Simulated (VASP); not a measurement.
# Al2GaSb3 (P6/mmm) in VASP: notebook

The runs below take Al2GaSb3 through single point, relaxation of cell and atoms, with PBE.

Program: VASP 6.6.1. These are calculated values, not measurements. Logs are shortened: lines on timing, memory, paths and dates and some standing lists are left out, and cuts for length are marked.

## Step 1: The cell of the first run

The structure is hexagonal, space group P6/mmm (No. 191). Conventional cell: a = 6.921 Å, b = 6.921 Å, c = 4.090 Å, α = 90.00°, β = 90.00°, γ = 120.00°. Within 3.8 Å of Al (site symmetry -6m2) lie 6 Sb at 2.86 Å. Within 5.2 Å of Ga (site symmetry 6/mmm) lie 6 Al at 4.00 Å and 12 Sb at 4.02 Å and 2 Ga at 4.09 Å. Sb (site symmetry mmm) has 4 Al at 2.86 Å and 4 Sb at 3.46 Å within 3.8 Å.

## Step 2: Single point, PBE

INCAR

```
PREC = Accurate
ENCUT = 520
EDIFF = 1E-6
ISMEAR = 0
SIGMA = 0.1
LREAL = False
LASPH = True
NELM = 80
ALGO = Normal
ISIF = 2
LWAVE = False
LCHARG = False
GGA = PE
NBANDS = 26
```

KPOINTS

```
Automatic mesh
0
Gamma
  6 6 10
```

POSCAR

```
Al2GaSb3
1.0
    6.9213103778      0.0000000000      0.0000000000
   -3.4606551889      5.9940306147      0.0000000000
    0.0000000000      0.0000000000      4.0898971097
Al Ga Sb
2 1 3
Direct
    0.6666666667      0.3333333333      0.0000000000
    0.3333333333      0.6666666667      0.0000000000
    0.0000000000      0.0000000000      0.0000000000
    0.5000000000      0.0000000000      0.5000000000
    0.0000000000      0.5000000000      0.5000000000
    0.5000000000      0.5000000000      0.5000000000
```

Potentials or basis: VASP PAW PBE potentials, release 64 (Al, Ga_d, Sb).

On the command line:

```console
> cat potpaw_PBE.64/Al/POTCAR potpaw_PBE.64/Ga_d/POTCAR potpaw_PBE.64/Sb/POTCAR > POTCAR
> mpirun -np 1 vasp_std > vasp.out
```

OUTCAR:

```text
PREC = Accurate
   ENCUT = 520
   EDIFF = 1E-6
   ISMEAR = 0
   LREAL = False
   LASPH = True
   NELM = 80
   ISIF = 2
   GGA = PE

 ion  position               nearest neighbor table
   1  0.667  0.333  0.000-   5 2.86   5 2.86   4 2.86   4 2.86   6 2.86   6 2.86
   2  0.333  0.667  0.000-   5 2.86   5 2.86   4 2.86   4 2.86   6 2.86   6 2.86
   3  0.000  0.000  0.000-
   4  0.500  0.000  0.500-   1 2.86   2 2.86   1 2.86   2 2.86   5 3.46   6 3.46   6 3.46   5 3.46

   5  0.000  0.500  0.500-   1 2.86   2 2.86   1 2.86   2 2.86   6 3.46   6 3.46   4 3.46   4 3.46

   6  0.500  0.500  0.500-   1 2.86   2 2.86   1 2.86   2 2.86   5 3.46   5 3.46   4 3.46   4 3.46

  LATTYP: Found a hexagonal cell.
 ALAT       =     6.9213103778
 C/A-ratio  =     0.5909136979

  Lattice vectors:

 A1 = (   6.9213103778,   0.0000000000,   0.0000000000)
 A2 = (  -3.4606551889,   5.9940306147,   0.0000000000)
 A3 = (   0.0000000000,   0.0000000000,   4.0898971097)

Analysis of symmetry for initial positions (statically):
=====================================================================
 Subroutine PRICEL returns:
 Original cell was already a primitive cell.

 Routine SETGRP: Setting up the symmetry group for a
 hexagonal supercell.

 Subroutine GETGRP returns: Found 24 space group operations
 (whereof 24 operations were pure point group operations)
 out of a pool of 24 trial point group operations.

The static configuration has the point symmetry D_6h.

Analysis of symmetry for dynamics (positions and initial velocities):
=====================================================================
 Subroutine PRICEL returns:
 Original cell was already a primitive cell.

 Routine SETGRP: Setting up the symmetry group for a
 hexagonal supercell.

 Subroutine GETGRP returns: Found 24 space group operations
 (whereof 24 operations were pure point group operations)
 out of a pool of 24 trial point group operations.

The dynamic configuration has the point symmetry D_6h.

 Subroutine INISYM returns: Found 24 space group operations
 (whereof 24 operations are pure point group operations),
 and found     1 'primitive' translations

----------------------------------------------------------------------------------------

                                     Primitive cell

  volume of cell :     169.6757

  direct lattice vectors                    reciprocal lattice vectors
     6.921310378  0.000000000  0.000000000     0.144481311  0.083416324  0.000000000
    -3.460655189  5.994030615  0.000000000     0.000000000  0.166832648  0.000000000
     0.000000000  0.000000000  4.089897110     0.000000000  0.000000000  0.244504928

  length of vectors
     6.921310378  6.921310378  4.089897110     0.166832648  0.166832648  0.244504928

  position of ions in fractional coordinates (direct lattice)
     0.666666667  0.333333333  0.000000000
     0.333333333  0.666666667  0.000000000
     0.000000000  0.000000000  0.000000000
     0.500000000  0.000000000  0.500000000
     0.000000000  0.500000000  0.500000000
     0.500000000  0.500000000  0.500000000

  ion indices of the primitive-cell ions
   primitive index   ion index
                 1           1
                 2           2
                 3           3
                 4           4
                 5           5
                 6           6

----------------------------------------------------------------------------------------

 KPOINTS: Automatic mesh

Automatic generation of k-mesh.
 Grid dimensions read from file:
 generate k-points for:    6    6   10

 Generating k-lattice:

  Cartesian coordinates                     Fractional coordinates (reciprocal lattice)
     0.024080219  0.013902721  0.000000000     0.166666667  0.000000000  0.000000000
     0.000000000  0.027805441  0.000000000     0.000000000  0.166666667  0.000000000
     0.000000000  0.000000000  0.024450493     0.000000000  0.000000000  0.100000000

  Length of vectors
     0.027805441  0.027805441  0.024450493

  Shift w.r.t. Gamma in fractional coordinates (k-lattice)
     0.000000000  0.000000000  0.000000000

 Subroutine IBZKPT returns following result:
 ===========================================

 Found     42 irreducible k-points:

 Following reciprocal coordinates:
            Coordinates               Weight
  0.000000  0.000000  0.000000      1.000000
  0.166667  0.000000  0.000000      6.000000
  0.333333  0.000000  0.000000      6.000000
  0.500000  0.000000  0.000000      3.000000
  0.166667  0.166667  0.000000      6.000000
  0.333333  0.166667  0.000000     12.000000
[... 16 lines left out ...]
  0.166667  0.000000  0.300000     12.000000
  0.333333  0.000000  0.300000     12.000000
 [... further k-points ...]
   k-points           NKPTS =     42   k-points in BZ     NKDIM =     42   number of bands    NBANDS=     26
   number of dos      NEDOS =    301   number of ions     NIONS =      6
   total plane-waves  NPLWV =  87480
   dimension x,y,z NGX =    54 NGY =   54 NGZ =   30
   dimension x,y,z NGXF=   108 NGYF=  108 NGZF=   60
   ions per type =               2   1   3
   NGX,Y,Z   is equivalent  to a cutoff of  12.97, 12.97, 12.19 a.u.
   NGXF,Y,Z  is equivalent  to a cutoff of  25.94, 25.94, 24.39 a.u.
 SYSTEM =  unknown system
   PREC   = accura    normal or accurate (medium, high low for compatibility)
   ISTART =      0    job   : 0-new  1-cont  2-samecut
   ICHARG =      2    charge: 1-file 2-atom 10-const
   ISPIN  =      1    spin polarized calculation?
   LNONCOLLINEAR =      F non collinear calculations
   LSORBIT =      F    spin-orbit coupling
   LASPH  =      T    aspherical Exc in radial PAW
   ENCUT  =  520.0 eV  38.22 Ry    6.18 a.u.  12.87 12.87  7.60*2*pi/ulx,y,z
   NELM   =     80;   NELMIN=  2; NELMDL= -5     # of ELM steps
   EDIFF  = 0.1E-05   stopping-criterion for ELM
   LREAL  =      F    real-space projection
   EDIFFG = 0.1E-04   stopping-criterion for IOM
   NSW    =      0    number of steps for IOM
   IBRION =     -1    ionic relax: 0-MD 1-quasi-New 2-CG
   NFREE  =      0    steps in history (QN), initial steepest desc. (CG)
   ISIF   =      2    stress and relaxation
   ISYM   =      2    0-nonsym 1-usesym 2-fastsym
   POTIM  = 0.5000    time-step for ionic-motion
   TEBEG  =    0.0;   TEEND  =   0.0 temperature during run
   PSTRESS=    0.0 pullay stress
   NELECT =      34.0000    total number of electrons
   NUPDOWN=      -1.0000    fix difference up-down
   EMIN   =  10.00;   EMAX   =-10.00  energy-range for DOS
   EFERMI =   0.00;   METHOD = LEGACY
   ISMEAR =     0;   SIGMA  =   0.10  broadening in eV -4-tet -1-fermi 0-gaus
   EFERMI_NEDOS =   21; number of points for ismear=-14 and -15
   IALGO  =     38    algorithm
   IMIX   =      4    mixing-type and parameters
     AMIX     =   0.40;   BMIX     =  1.00
     AMIX_MAG =   1.60;   BMIX_MAG =  1.00
  volume/ion in A,a.u.               =      28.28       190.84
  Fermi-wavevector in a.u.,A,eV,Ry     =   0.957991  1.810340 12.486692  0.917746
  Thomas-Fermi vector in A             =   2.087058
   LORBIT       =      0    0 simple, 1 ext, 2 COOP (PROOUT), +10 PAW based schemes
   GGA     = PE    functional components
   LHFCALC =     F    Hartree Fock is set to
   AEXX    =    0.0000 exact exchange contribution
   IVDW    =     0    specifies the selected vdW correction
   LEPSILON=     F    determine dielectric tensor
   LRPA    =     F    only Hartree local field effects (RPA)
 non-spin polarized calculation
 Gauss-broadening in eV      SIGMA  =   0.10
  energy-cutoff  :      520.00
  volume of cell :      169.68
 maximum number of plane-waves:      4611
 NGX is ok and might be reduce to    54
   NGX = 25   NGY = 25   NGZ = 15

 number of electron      33.9999999 magnetization

 Free energy of the ion-electron system (eV)
  ---------------------------------------------------
  ext. energy  EPLUGINS =         0.00000000
  ---------------------------------------------------
  free energy    TOTEN  =       -20.91678813 eV

  energy without entropy =      -20.90458406  energy(sigma->0) =      -20.91068609

 E-fermi :   5.5472     XC(G=0):  -9.1265

 val. band max:        5.5068100378   @ k =   0.1667   0.0000   0.5000
 cond. band min:       5.5591780176   @ k =   0.3333   0.1667   0.4000
 fundamental gap:      0.0523679797
 Fermi energy:         5.5472350206

 k-point     1 :       0.0000    0.0000    0.0000
  band No.  band energies     occupation
      1      -9.9120      2.00000
      2      -9.9081      2.00000
      3      -9.9081      2.00000
      4      -9.9023      2.00000
      5      -9.9023      2.00000
      6      -6.2007      2.00000
[... 18 lines left out ...]
     25       8.7593      0.00000
     26       8.9415      0.00000

 k-point     2 :       0.1667    0.0000    0.0000
  band No.  band energies     occupation
      1      -9.9120      2.00000
      2      -9.9081      2.00000
      3      -9.9080      2.00000
      4      -9.9023      2.00000
      5      -9.9023      2.00000
      6      -6.1112      2.00000
[... 18 lines left out ...]
     25       8.9265      0.00000
     26       8.9278      0.00000

 k-point     3 :       0.3333    0.0000    0.0000
  band No.  band energies     occupation
      1      -9.9119      2.00000
      2      -9.9081      2.00000
      3      -9.9079      2.00000
      4      -9.9024      2.00000
      5      -9.9023      2.00000
      6      -5.8612      2.00000
[... 572 lines left out ...]
 k-point    23 :       0.1667    0.0000    0.3000
  band No.  band energies     occupation
      1      -9.9076      2.00000
      2      -9.9075      2.00000
      3      -9.9054      2.00000
      4      -9.9054      2.00000
      5      -9.9031      2.00000
      6      -5.5308      2.00000
[... 18 lines left out ...]
     25       9.8725      0.00000
     26      10.8446      0.00000

 k-point    24 :       0.3333    0.0000    0.3000
  band No.  band energies     occupation
      1      -9.9076      2.00000
      2      -9.9075      2.00000
      3      -9.9055      2.00000
      4      -9.9054      2.00000
      5      -9.9031      2.00000
      6      -5.2852      2.00000
[... 18 lines left out ...]
     25       9.5335      0.00000
     26      10.2674      0.00000

 [... further k-points ...]

------------------------ aborting loop because EDIFF is reached ----------------------------------------

  FORCE on cell =-STRESS in cart. coord.  units (eV):
  Direction    XX          YY          ZZ          XY          YZ          ZX
  --------------------------------------------------------------------------------------
  -------------------------------------------------------------------------------------
  Total        0.0701848      0.0701848      0.0909103      0.0000000      0.0000000     -0.0000000
  in kB        0.6627258      0.6627258      0.8584285      0.0000000      0.0000000     -0.0000000
  external PRESSURE =       0.7279601 kB  Pullay stress =       0.0000000 kB

 VOLUME and BASIS-vectors are now :
 -----------------------------------------------------------------------------
  energy-cutoff  :      520.00
  volume of cell :      169.68
      direct lattice vectors                 reciprocal lattice vectors
     6.921310378  0.000000000  0.000000000     0.144481311  0.083416324  0.000000000
    -3.460655189  5.994030615  0.000000000     0.000000000  0.166832648  0.000000000
     0.000000000  0.000000000  4.089897110     0.000000000  0.000000000  0.244504928

 POSITION                                       TOTAL-FORCE (eV/Angst)
 -----------------------------------------------------------------------------------
      3.46066      1.99801      0.00000        -0.000000      0.000000      0.000000
     -0.00000      3.99602      0.00000         0.000000     -0.000000      0.000000
      0.00000      0.00000      0.00000         0.000000     -0.000000      0.000000
      3.46066      0.00000      2.04495         0.000000     -0.000000      0.000000
     -1.73033      2.99702      2.04495        -0.000000     -0.000000      0.000000
      1.73033      2.99702      2.04495         0.000000     -0.000000      0.000000
 -----------------------------------------------------------------------------------
    total drift:                                0.000000      0.000000      0.000000

  FREE ENERGIE OF THE ION-ELECTRON SYSTEM (eV)
  ---------------------------------------------------
  free  energy   TOTEN  =       -20.9167881303 eV

  energy  without entropy=      -20.9045840565  energy(sigma->0) =      -20.91068609
```

Run time: 5.5 min. Hardware: 1 thread of Intel Xeon 8259CL, shared host; peak memory 0.41 GiB.

What came out:

```yaml
Free_energy: -20.9168 eV
Pressure: 0.1 GPa
Band_gap_on_the_k_mesh: zero (bands 17 and 18 overlap by 1.84 eV)
```

Caveat: spin-orbit coupling is left out, which moves the levels of the heavy elements.

## Step 3: Single point, PBE

INCAR

```
ALGO = Normal
EDIFF = 1E-6
ENCUT = 520
GGA = PE
ISIF = 2
ISMEAR = 0
LASPH = T
LCHARG = F
LREAL = F
LWAVE = F
NBANDS = 26
NELM = 80
PREC = Accurate
SIGMA = 0.1
```

KPOINTS

```
k-points
0
Gamma
  6 6 10
```

Changes to POSCAR since step 2:

```diff
@@ -2,5 +2,5 @@
 1.0
-    6.9213103778      0.0000000000      0.0000000000
-   -3.4606551889      5.9940306147      0.0000000000
-    0.0000000000      0.0000000000      4.0898971097
+    6.9213574893      0.0000000000      0.0000000000
+   -3.4606787446      5.9940714144      0.0000000000
+    0.0000000000      0.0000000000      4.0898523575
 Al Ga Sb
```

Potentials or basis: VASP PAW PBE potentials, release 64 (Al, Ga_d, Sb).

On the command line:

```console
> cat potpaw_PBE.64/Al/POTCAR potpaw_PBE.64/Ga_d/POTCAR potpaw_PBE.64/Sb/POTCAR > POTCAR
> mpirun -np 1 vasp_std > vasp.out
```

It took 4.3 min on 1 thread of Intel Xeon 8259CL, shared host; peak memory 0.4 GiB.

It converged, with:

| Property | Result |
| --- | --- |
| Free energy | -20.9168 eV |
| Pressure | 0.1 GPa |
| Band gap on the k mesh | zero (bands 17 and 18 overlap by 1.84 eV) |

Levels at points of the mesh, in eV from the Fermi level:
| k point | band 15 | band 16 | band 17 | band 18 | band 19 | band 20 |
| --- | --- | --- | --- | --- | --- | --- |
| (0.00, 0.00, 0.00) | 0.24 | 0.24 | 0.82 | 0.82 | 1.62 | 1.71 |
| (0.50, 0.00, 0.00) | -1.32 | -1.27 | -0.11 | 0.19 | 0.85 | 1.07 |
| (0.00, 0.00, 0.50) | -2.67 | -2.67 | -0.47 | -0.47 | -0.38 | 2.25 |
| (0.50, 0.00, 0.50) | -1.80 | -1.10 | -0.90 | -0.74 | 0.29 | 1.11 |

Caveat: spin-orbit coupling is left out, which moves the levels of the heavy elements.

[end of part 1 of 2]
